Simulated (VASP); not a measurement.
# Ge (I4_1/amd) in VASP: single point with LDA

Aim: the single point of Ge with LDA.

Everything below comes from runs of VASP 6.6.1. Logs are shortened: lines on timing, memory, paths and dates and some standing lists are left out, and cuts for length are marked.

**1. The cell of the first run**

The structure is tetragonal, space group I4_1/amd (No. 141). Conventional cell: a = 5.149 Å, b = 5.149 Å, c = 2.795 Å, α = 90.00°, β = 90.00°, γ = 90.00°. Within 3.5 Å of Ge (site symmetry -4m2) lie 10 Ge at 2.67 to 3.32 Å.

**2. Single point, LDA**

Contents of INCAR:

```
PREC = Accurate
ENCUT = 520
EDIFF = 1E-6
ISMEAR = 1
SIGMA = 0.1
LREAL = False
LASPH = True
NELM = 100
ALGO = Normal
ISIF = 2
LWAVE = False
LCHARG = False
GGA = CA
NBANDS = 21
```

Contents of KPOINTS:

```
regular mesh
0
Gamma
  11 11 11
```

Contents of POSCAR:

```
Ge
1.0
   -2.5744900000      2.5744900000      1.3974130000
    2.5744900000     -2.5744900000      1.3974130000
    2.5744900000      2.5744900000     -1.3974130000
Ge
2
Direct
    0.2500000000      0.7500000000      0.5000000000
    0.5000000000      0.5000000000      0.0000000000
```

Potentials or basis: VASP PAW LDA potentials, release 64 (Ge_d).

Started as:

```sh
$ cat potpaw_LDA.64/Ge_d/POTCAR > POTCAR
$ mpirun -np 1 vasp_std > vasp.out
```

OUTCAR:

```text
PREC = Accurate
   ENCUT = 520
   EDIFF = 1E-6
   ISMEAR = 1
   LREAL = False
   LASPH = True
   NELM = 100
   ISIF = 2
   GGA = CA

 ion  position               nearest neighbor table
   1  0.250  0.750  0.500-   2 2.67   2 2.67   2 2.67   2 2.67
   2  0.500  0.500  0.000-   1 2.67   1 2.67   1 2.67   1 2.67

  LATTYP: Found a body centered tetragonal cell.
 ALAT       =     5.1489800000
 C/A-ratio  =     0.5427921647

  Lattice vectors:

 A1 = (  -2.5744900000,   2.5744900000,   1.3974130000)
 A2 = (   2.5744900000,  -2.5744900000,   1.3974130000)
 A3 = (   2.5744900000,   2.5744900000,  -1.3974130000)

Analysis of symmetry for initial positions (statically):
=====================================================================
 Subroutine PRICEL returns:
 Original cell was already a primitive cell.

 Routine SETGRP: Setting up the symmetry group for a
 body centered tetragonal supercell.

 Subroutine GETGRP returns: Found 16 space group operations
 (whereof  8 operations were pure point group operations)
 out of a pool of 16 trial point group operations.

The static configuration has the point symmetry D_2d.
 The point group associated with its full space group is D_4h.

Analysis of symmetry for dynamics (positions and initial velocities):
=====================================================================
 Subroutine PRICEL returns:
 Original cell was already a primitive cell.

 Routine SETGRP: Setting up the symmetry group for a
 body centered tetragonal supercell.

 Subroutine GETGRP returns: Found 16 space group operations
 (whereof  8 operations were pure point group operations)
 out of a pool of 16 trial point group operations.

The dynamic configuration has the point symmetry D_2d.
 The point group associated with its full space group is D_4h.

 Subroutine INISYM returns: Found 16 space group operations
 (whereof  8 operations are pure point group operations),
 and found     1 'primitive' translations

----------------------------------------------------------------------------------------

                                     Primitive cell

  volume of cell :      37.0482

  direct lattice vectors                    reciprocal lattice vectors
    -2.574490000  2.574490000  1.397413000     0.000000000  0.194213223  0.357804028
     2.574490000 -2.574490000  1.397413000     0.194213223  0.000000000  0.357804028
     2.574490000  2.574490000 -1.397413000     0.194213223  0.194213223  0.000000000

  length of vectors
     3.899841101  3.899841101  3.899841101     0.407114847  0.407114847  0.274658974

  position of ions in fractional coordinates (direct lattice)
     0.250000000  0.750000000  0.500000000
     0.500000000  0.500000000  0.000000000

  ion indices of the primitive-cell ions
   primitive index   ion index
                 1           1
                 2           2

----------------------------------------------------------------------------------------

 KPOINTS: regular mesh

Automatic generation of k-mesh.
 Grid dimensions read from file:
 generate k-points for:   11   11   11

 Generating k-lattice:

  Cartesian coordinates                     Fractional coordinates (reciprocal lattice)
     0.000000000  0.017655748  0.032527639     0.090909091  0.000000000 -0.000000000
     0.017655748  0.000000000  0.032527639     0.000000000  0.090909091 -0.000000000
     0.017655748  0.017655748  0.000000000     0.000000000  0.000000000  0.090909091

  Length of vectors
     0.037010441  0.037010441  0.024968998

  Shift w.r.t. Gamma in fractional coordinates (k-lattice)
     0.000000000  0.000000000  0.000000000

 Subroutine IBZKPT returns following result:
 ===========================================

 Found    126 irreducible k-points:

 Following reciprocal coordinates:
            Coordinates               Weight
  0.000000  0.000000  0.000000      1.000000
  0.090909 -0.000000  0.000000      8.000000
  0.181818  0.000000  0.000000      8.000000
  0.272727 -0.000000  0.000000      8.000000
  0.363636  0.000000 -0.000000      8.000000
  0.454545  0.000000 -0.000000      8.000000
[... 16 lines left out ...]
 -0.272727  0.181818 -0.000000     16.000000
 -0.181818  0.181818  0.000000      4.000000
 [... further k-points ...]
   k-points           NKPTS =    126   k-points in BZ     NKDIM =    126   number of bands    NBANDS=     21
   number of dos      NEDOS =    301   number of ions     NIONS =      2
   total plane-waves  NPLWV =  27000
   dimension x,y,z NGX =    30 NGY =   30 NGZ =   30
   dimension x,y,z NGXF=    60 NGYF=   60 NGZF=   60
   ions per type =               2
   NGX,Y,Z   is equivalent  to a cutoff of  12.79, 12.79, 12.79 a.u.
   NGXF,Y,Z  is equivalent  to a cutoff of  25.58, 25.58, 25.58 a.u.
 SYSTEM =  unknown system
   PREC   = accura    normal or accurate (medium, high low for compatibility)
   ISTART =      0    job   : 0-new  1-cont  2-samecut
   ICHARG =      2    charge: 1-file 2-atom 10-const
   ISPIN  =      1    spin polarized calculation?
   LNONCOLLINEAR =      F non collinear calculations
   LSORBIT =      F    spin-orbit coupling
   LASPH  =      T    aspherical Exc in radial PAW
   ENCUT  =  520.0 eV  38.22 Ry    6.18 a.u.   7.25  7.25  7.25*2*pi/ulx,y,z
   NELM   =    100;   NELMIN=  2; NELMDL= -5     # of ELM steps
   EDIFF  = 0.1E-05   stopping-criterion for ELM
   LREAL  =      F    real-space projection
   EDIFFG = 0.1E-04   stopping-criterion for IOM
   NSW    =      0    number of steps for IOM
   IBRION =     -1    ionic relax: 0-MD 1-quasi-New 2-CG
   NFREE  =      0    steps in history (QN), initial steepest desc. (CG)
   ISIF   =      2    stress and relaxation
   ISYM   =      2    0-nonsym 1-usesym 2-fastsym
   POTIM  = 0.5000    time-step for ionic-motion
   TEBEG  =    0.0;   TEEND  =   0.0 temperature during run
   PSTRESS=    0.0 pullay stress
   NELECT =      28.0000    total number of electrons
   NUPDOWN=      -1.0000    fix difference up-down
   EMIN   =  10.00;   EMAX   =-10.00  energy-range for DOS
   EFERMI =   0.00;   METHOD = LEGACY
   ISMEAR =     1;   SIGMA  =   0.10  broadening in eV -4-tet -1-fermi 0-gaus
   EFERMI_NEDOS =   21; number of points for ismear=-14 and -15
   IALGO  =     38    algorithm
   IMIX   =      4    mixing-type and parameters
     AMIX     =   0.40;   BMIX     =  1.00
     AMIX_MAG =   1.60;   BMIX_MAG =  1.00
  volume/ion in A,a.u.               =      18.52       125.01
  Fermi-wavevector in a.u.,A,eV,Ry     =   1.491209  2.817976 30.255324  2.223704
  Thomas-Fermi vector in A             =   2.603893
   LORBIT       =      0    0 simple, 1 ext, 2 COOP (PROOUT), +10 PAW based schemes
   GGA     = CA    functional components
   LHFCALC =     F    Hartree Fock is set to
   AEXX    =    0.0000 exact exchange contribution
   IVDW    =     0    specifies the selected vdW correction
   LEPSILON=     F    determine dielectric tensor
   LRPA    =     F    only Hartree local field effects (RPA)
 non-spin polarized calculation
 Methfessel and Paxton  Order N= 1 SIGMA  =   0.10
  energy-cutoff  :      520.00
  volume of cell :       37.05
 maximum number of plane-waves:      1029
 NGX is ok and might be reduce to    30
   NGX = 15   NGY = 15   NGZ = 15

 number of electron      28.0000028 magnetization

 Free energy of the ion-electron system (eV)
  ---------------------------------------------------
  ext. energy  EPLUGINS =         0.00000000
  ---------------------------------------------------
  free energy    TOTEN  =       -10.02030059 eV

  energy without entropy =      -10.01922290  energy(sigma->0) =      -10.01994136

 E-fermi :   6.5409     XC(G=0): -11.6054

 val. band max:        6.5377939550   @ k =  -0.4545   0.0909   0.0000
 cond. band min:       6.5551017782   @ k =  -0.2727   0.1818  -0.0000
 fundamental gap:      0.0173078232
 Fermi energy:         6.5409120126

 k-point     1 :       0.0000    0.0000    0.0000
  band No.  band energies     occupation
      1     -18.3107      2.00000
      2     -18.2658      2.00000
      3     -18.2344      2.00000
      4     -18.2333      2.00000
      5     -18.1278      2.00000
      6     -18.1278      2.00000
[... 13 lines left out ...]
     20      18.1474      0.00000
     21      19.1345      0.00000

 k-point     2 :       0.0909   -0.0000    0.0000
  band No.  band energies     occupation
      1     -18.3075      2.00000
      2     -18.2547      2.00000
      3     -18.2302      2.00000
      4     -18.2200      2.00000
      5     -18.1363      2.00000
      6     -18.1349      2.00000
[... 13 lines left out ...]
     20      18.0595      0.00000
     21      18.7069      0.00000

 k-point     3 :       0.1818    0.0000    0.0000
  band No.  band energies     occupation
      1     -18.2977      2.00000
      2     -18.2276      2.00000
      3     -18.2189      2.00000
      4     -18.1913      2.00000
      5     -18.1537      2.00000
      6     -18.1405      2.00000
[... 13 lines left out ...]
     20      16.4409      0.00000
     21      17.2549      0.00000

 k-point     4 :       0.2727   -0.0000    0.0000
  band No.  band energies     occupation
      1     -18.2844      2.00000
      2     -18.2062      2.00000
      3     -18.2043      2.00000
      4     -18.1817      2.00000
      5     -18.1707      2.00000
      6     -18.1412      2.00000
[... 13 lines left out ...]
     20      15.1682      0.00000
     21      17.4605      0.00000

 k-point     5 :       0.3636    0.0000   -0.0000
  band No.  band energies     occupation
      1     -18.2732      2.00000
      2     -18.2067      2.00000
      3     -18.2017      2.00000
      4     -18.1926      2.00000
      5     -18.1711      2.00000
      6     -18.1531      2.00000
[... 13 lines left out ...]
     20      15.4525      0.00000
     21      18.4925      0.00000
[... 382 lines left out ...]
     20      17.0637      0.00000
     21      17.6340      0.00000

 k-point    22 :      -0.3636    0.1818    0.0000
  band No.  band energies     occupation
      1     -18.2710      2.00000
      2     -18.2346      2.00000
      3     -18.2154      2.00000
      4     -18.1935      2.00000
      5     -18.1571      2.00000
      6     -18.1355      2.00000
[... 13 lines left out ...]
     20      17.3057      0.00000
     21      18.4551      0.00000

 k-point    23 :      -0.2727    0.1818   -0.0000
  band No.  band energies     occupation
      1     -18.2832      2.00000
      2     -18.2589      2.00000
      3     -18.2350      2.00000
      4     -18.2083      2.00000
      5     -18.1440      2.00000
      6     -18.1234      2.00000
[... 13 lines left out ...]
     20      18.9584      0.00000
     21      19.5494      0.00000

 k-point    24 :      -0.1818    0.1818    0.0000
  band No.  band energies     occupation
      1     -18.2933      2.00000
      2     -18.2685      2.00000
      3     -18.2427      2.00000
      4     -18.2189      2.00000
      5     -18.1359      2.00000
      6     -18.1198      2.00000
[... 13 lines left out ...]
     20      18.8038      0.00000
     21      19.1980      0.00000

 [... further k-points ...]

------------------------ aborting loop because EDIFF is reached ----------------------------------------

  FORCE on cell =-STRESS in cart. coord.  units (eV):
  Direction    XX          YY          ZZ          XY          YZ          ZX
  --------------------------------------------------------------------------------------
  -------------------------------------------------------------------------------------
  Total       -0.5497297     -0.5497297     -0.5740294      0.0000000      0.0000000      0.0000000
  in kB      -23.7734720    -23.7734720    -24.8243295      0.0000000      0.0000000      0.0000000
  external PRESSURE =     -24.1237578 kB  Pullay stress =       0.0000000 kB

 VOLUME and BASIS-vectors are now :
 -----------------------------------------------------------------------------
  energy-cutoff  :      520.00
  volume of cell :       37.05
      direct lattice vectors                 reciprocal lattice vectors
    -2.574490000  2.574490000  1.397413000     0.000000000  0.194213223  0.357804028
     2.574490000 -2.574490000  1.397413000     0.194213223  0.000000000  0.357804028
     2.574490000  2.574490000 -1.397413000     0.194213223  0.194213223  0.000000000

 POSITION                                       TOTAL-FORCE (eV/Angst)
 -----------------------------------------------------------------------------------
      2.57449      0.00000      0.69871        -0.000000      0.000000      0.000000
      0.00000      0.00000      1.39741         0.000000     -0.000000     -0.000000
 -----------------------------------------------------------------------------------
    total drift:                                0.000000     -0.000000      0.000000

  FREE ENERGIE OF THE ION-ELECTRON SYSTEM (eV)
  ---------------------------------------------------
  free  energy   TOTEN  =       -10.0203005854 eV

  energy  without entropy=      -10.0192228964  energy(sigma->0) =      -10.01994136
```

Run time: 57 s. Hardware: 1 thread of Intel Xeon Platinum 8488C (Sapphire Rapids), shared host; peak memory 0.2 GiB.

Results:

```
Free energy            : -10.0203 eV
Pressure               : -2.4 GPa
Band gap on the k mesh : zero (band 14 reaches 8.21 eV, above the bottom of band 15 at 3.57 eV)
```

Stress tensor (GPa, compression positive):
```
-2.38  0.00  0.00
 0.00 -2.38  0.00
 0.00  0.00 -2.48
```
